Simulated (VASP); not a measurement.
# CO2 (I-42d) in VASP: single point with PBEsol

Aim: the single point of CO2 with PBEsol.

All numbers are computed with VASP 6.6.1; they aren't measurements. Logs are shortened: lines on timing, memory, paths and dates and some standing lists are left out, and cuts for length are marked.

## (1) The cell of the first run

It takes space group I-42d (No. 122, tetragonal). Conventional cell: a = 3.918 Å, b = 3.918 Å, c = 5.936 Å, α = 90.00°, β = 90.00°, γ = 90.00°. C (site symmetry -4) has 4 O at 1.39 Å within 1.9 Å. O (site symmetry 2) has 2 C at 1.39 Å within 1.9 Å.

## (2) Single point, PBEsol

Contents of INCAR:

```
SYSTEM = CO2
PREC = Accurate
ENCUT = 910
EDIFF = 1E-6
ISMEAR = 0
SIGMA = 0.01
LREAL = .FALSE.
LASPH = .TRUE.
NELM = 120
ALGO = Normal
ISIF = 2
LWAVE = .FALSE.
LCHARG = .FALSE.
GGA = PS
NBANDS = 25
GGA_COMPAT = .FALSE.
```

Contents of KPOINTS:

```
Automatic mesh
0
G
  8 8 8
  0 0 0
```

Contents of POSCAR:

```
CO2
1.0
   -1.9590065495      1.9590065495      2.9680724203
    1.9590065495     -1.9590065495      2.9680724203
    1.9590065495      1.9590065495     -2.9680724203
C O
2 4
Direct
    0.0000000000      0.0000000000      0.0000000000
    0.7500000000      0.2500000000      0.5000000000
    0.3750000000      0.2922675111      0.4172675111
    0.7077324889      0.1250000000      0.0827324889
    0.8750000000      0.9577324889      0.5827324889
    0.0422675111      0.6250000000      0.9172675111
```

Potentials or basis: VASP PAW PBE potentials, release 64 (C_h, O_h).

Started as:

```sh
cat potpaw_PBE.64/C_h/POTCAR potpaw_PBE.64/O_h/POTCAR > POTCAR
mpirun -np 1 vasp_std > vasp.out
```

OUTCAR:

```text
SYSTEM = CO2
   PREC = Accurate
   ENCUT = 910
   EDIFF = 1E-6
   ISMEAR = 0
   LREAL = .FALSE.
   LASPH = .TRUE.
   NELM = 120
   ISIF = 2
   GGA = PS

 ion  position               nearest neighbor table
   1  0.000  0.000  0.000-   3 1.39   4 1.39   5 1.39   6 1.39
   2  0.750  0.250  0.500-   3 1.39   4 1.39   5 1.39   6 1.39
   3  0.375  0.292  0.417-   1 1.39   2 1.39
   4  0.708  0.125  0.083-   1 1.39   2 1.39
   5  0.875  0.958  0.583-   1 1.39   2 1.39
   6  0.042  0.625  0.917-   1 1.39   2 1.39

  LATTYP: Found a body centered tetragonal cell.
 ALAT       =     3.9180130990
 C/A-ratio  =     1.5150906060

  Lattice vectors:

 A1 = (  -1.9590065495,   1.9590065495,   2.9680724203)
 A2 = (   1.9590065495,  -1.9590065495,   2.9680724203)
 A3 = (   1.9590065495,   1.9590065495,  -2.9680724203)

Analysis of symmetry for initial positions (statically):
=====================================================================
 Subroutine PRICEL returns:
 Original cell was already a primitive cell.

 Routine SETGRP: Setting up the symmetry group for a
 body centered tetragonal supercell.

 Subroutine GETGRP returns: Found  8 space group operations
 (whereof  4 operations were pure point group operations)
 out of a pool of 16 trial point group operations.

The static configuration has the point symmetry S_4 .
 The point group associated with its full space group is D_2d.

Analysis of symmetry for dynamics (positions and initial velocities):
=====================================================================
 Subroutine PRICEL returns:
 Original cell was already a primitive cell.

 Routine SETGRP: Setting up the symmetry group for a
 body centered tetragonal supercell.

 Subroutine GETGRP returns: Found  8 space group operations
 (whereof  4 operations were pure point group operations)
 out of a pool of 16 trial point group operations.

The dynamic configuration has the point symmetry S_4 .
 The point group associated with its full space group is D_2d.

 Subroutine INISYM returns: Found  8 space group operations
 (whereof  4 operations are pure point group operations),
 and found     1 'primitive' translations

----------------------------------------------------------------------------------------

                                     Primitive cell

  volume of cell :      45.5624

  direct lattice vectors                    reciprocal lattice vectors
[... 93 lines left out ...]
   ENCUT  =  910.0 eV  66.88 Ry    8.18 a.u.   9.99  9.99  9.99*2*pi/ulx,y,z
   NELM   =    120;   NELMIN=  2; NELMDL= -5     # of ELM steps
   EDIFF  = 0.1E-05   stopping-criterion for ELM
   LREAL  =      F    real-space projection
   EDIFFG = 0.1E-04   stopping-criterion for IOM
   NSW    =      0    number of steps for IOM
   IBRION =     -1    ionic relax: 0-MD 1-quasi-New 2-CG
   NFREE  =      0    steps in history (QN), initial steepest desc. (CG)
   ISIF   =      2    stress and relaxation
   ISYM   =      2    0-nonsym 1-usesym 2-fastsym
   POTIM  = 0.5000    time-step for ionic-motion
   TEBEG  =    0.0;   TEEND  =   0.0 temperature during run
   PSTRESS=    0.0 pullay stress
   NELECT =      32.0000    total number of electrons
   NUPDOWN=      -1.0000    fix difference up-down
   EMIN   =  10.00;   EMAX   =-10.00  energy-range for DOS
   EFERMI =   0.00;   METHOD = LEGACY
   ISMEAR =     0;   SIGMA  =   0.01  broadening in eV -4-tet -1-fermi 0-gaus
   EFERMI_NEDOS =   21; number of points for ismear=-14 and -15
   IALGO  =     38    algorithm
   IMIX   =      4    mixing-type and parameters
     AMIX     =   0.40;   BMIX     =  1.00
     AMIX_MAG =   1.60;   BMIX_MAG =  1.00
  volume/ion in A,a.u.               =       7.59        51.25
  Fermi-wavevector in a.u.,A,eV,Ry     =   1.455200  2.749930 28.811800  2.117608
  Thomas-Fermi vector in A             =   2.572262
   LORBIT       =      0    0 simple, 1 ext, 2 COOP (PROOUT), +10 PAW based schemes
   GGA     = PS    functional components
   LHFCALC =     F    Hartree Fock is set to
   AEXX    =    0.0000 exact exchange contribution
   IVDW    =     0    specifies the selected vdW correction
   LEPSILON=     F    determine dielectric tensor
   LRPA    =     F    only Hartree local field effects (RPA)
 non-spin polarized calculation
 Gauss-broadening in eV      SIGMA  =   0.01
  energy-cutoff  :      910.00
  volume of cell :       45.56
 maximum number of plane-waves:      2874
   NGX = 19   NGY = 19   NGZ = 19

 number of electron      31.9999999 magnetization

 Free energy of the ion-electron system (eV)
  ---------------------------------------------------
  ext. energy  EPLUGINS =         0.00000000
  ---------------------------------------------------
  free energy    TOTEN  =       -46.38581804 eV

  energy without entropy =      -46.38581804  energy(sigma->0) =      -46.38581804

 E-fermi :   3.5177     XC(G=0): -11.5605

 val. band max:        3.3784544436   @ k =   0.5000   0.0000   0.0000
 cond. band min:      11.0097893846   @ k =   0.0000   0.0000   0.0000
 fundamental gap:      7.6313349410
 Fermi energy:         3.5177204296

 k-point     1 :       0.0000    0.0000    0.0000
  band No.  band energies     occupation
      1     -20.8100      2.00000
      2     -15.5723      2.00000
      3     -15.5723      2.00000
      4     -14.8567      2.00000
      5     -11.2717      2.00000
      6      -6.4628      2.00000
[... 661 lines left out ...]
     24      17.8321      0.00000
     25      18.6292      0.00000

 [... further k-points ...]
[... 5 lines left out ...]
  --------------------------------------------------------------------------------------
  -------------------------------------------------------------------------------------
  Total       -0.0836546     -0.0836546     -0.1293626      0.0000000      0.0000000      0.0000000
  in kB       -2.9416707     -2.9416707     -4.5489681      0.0000000      0.0000000      0.0000000
  external PRESSURE =      -3.4774365 kB  Pullay stress =       0.0000000 kB

 VOLUME and BASIS-vectors are now :
 -----------------------------------------------------------------------------
  energy-cutoff  :      910.00
  volume of cell :       45.56
      direct lattice vectors                 reciprocal lattice vectors
    -1.959006549  1.959006549  2.968072420     0.000000000  0.255231408  0.168459501
     1.959006549 -1.959006549  2.968072420     0.255231408  0.000000000  0.168459501
     1.959006549  1.959006549 -2.968072420     0.255231408  0.255231408  0.000000000

 POSITION                                       TOTAL-FORCE (eV/Angst)
 -----------------------------------------------------------------------------------
      0.00000      0.00000      0.00000        -0.000000      0.000000     -0.000000
     -0.00000      1.95901      1.48404        -0.000000      0.000000      0.000000
      0.65536      0.97950      0.74202         0.030583      0.000000     -0.000000
     -0.97950      1.30365      2.22605        -0.000000     -0.030583     -0.000000
      1.30365      0.97950      3.71009        -0.030583      0.000000     -0.000000
      2.93851      0.65536     -0.74202        -0.000000      0.030583     -0.000000
 -----------------------------------------------------------------------------------
    total drift:                                0.000001      0.000001      0.000001

  FREE ENERGIE OF THE ION-ELECTRON SYSTEM (eV)
  ---------------------------------------------------
  free  energy   TOTEN  =       -46.3858180448 eV

  energy  without entropy=      -46.3858180448  energy(sigma->0) =      -46.38581804
```

It took 94 s on 1 thread of AMD EPYC 9R45 (Zen 5), shared host; peak memory 0.27 GiB.

What came out:

```
Free energy            : -46.3858 eV
Pressure               : -0.3 GPa
Largest force          : 0.031 eV/Å
Band gap on the k mesh : 7.63 eV (least direct gap 8.06 eV)
```

Forces in eV/Å, atoms in the order of the input:
```
C    0.000  0.000  0.000
C    0.000  0.000  0.000
O    0.031  0.000  0.000
O    0.000 -0.031  0.000
O   -0.031  0.000  0.000
O    0.000  0.031  0.000
```

Stress tensor (GPa, compression positive):
```
-0.29  0.00  0.00
 0.00 -0.29  0.00
 0.00  0.00 -0.45
```

Caveat: the cutoff is under 1.25 times the usual one of these potentials, so pressure, stress and relaxed cells hold a basis-set (Pulay) error; the PAW data sets were made with another functional, which shifts forces and pressure a little.
